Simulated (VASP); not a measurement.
Here is a VASP 6.6.1 calculation.

INCAR

```
SYSTEM = WS2
PREC     = Accurate       ! precision mode
ENCUT    = 520            ! plane-wave cutoff, eV
EDIFF    = 1E-6           ! SCF threshold, eV
ISMEAR   = 0              ! smearing method
SIGMA    = 0.02           ! smearing width, eV
LREAL    = .False.        ! projectors in reciprocal space
LASPH    = .True.         ! aspherical terms in the spheres
NELM     = 100            ! most SCF steps
ALGO     = Normal         ! electronic algorithm
ISIF     = 2              ! what is computed and relaxed
LWAVE    = .False.        ! write WAVECAR
LCHARG   = .True.         ! write CHGCAR
LDIPOL   = .True.       
IDIPOL   = 3            
DIPOL    = 0.5 0.5 0.500
GGA      = PE             ! functional
IVDW     = 12             ! dispersion correction
LELF     = .True.         ! ELF
LVHAR    = .True.       
LVACPOTAV= .True.       
NBANDS   = 20             ! bands
```

KPOINTS

```
Automatic mesh
0
Gamma
  12 12 1
  0 0 0
```

Contents of POSCAR:

```
WS2
1.0
    3.1595457183      0.0000000000      0.0000000000
   -1.5797728592      2.7362468565      0.0000000000
    0.0000000000      0.0000000000     32.2910878415
S W
2 1
Direct
    0.3333333333      0.6666666667      0.4511980940
    0.3333333333      0.6666666667      0.5488141510
    0.6666666667      0.3333333333      0.5000061202
```

Potentials or basis: VASP PAW PBE potentials, release 64 (S, W_sv).

Launch:

```sh
$ cat potpaw_PBE.64/S/POTCAR potpaw_PBE.64/W_sv/POTCAR > POTCAR
$ mpirun -np 1 vasp_std > vasp.out
```

Task: Estimate the dispersion energy per atom.

Result: -0.310 eV.

Task: Predict the ionisation potential of the upper face.

Result: 5.65 eV.

Forces on the atoms (eV/Å):
```
S    0.000  0.000 -0.003
S    0.000  0.000  0.003
W    0.000  0.000  0.000
```
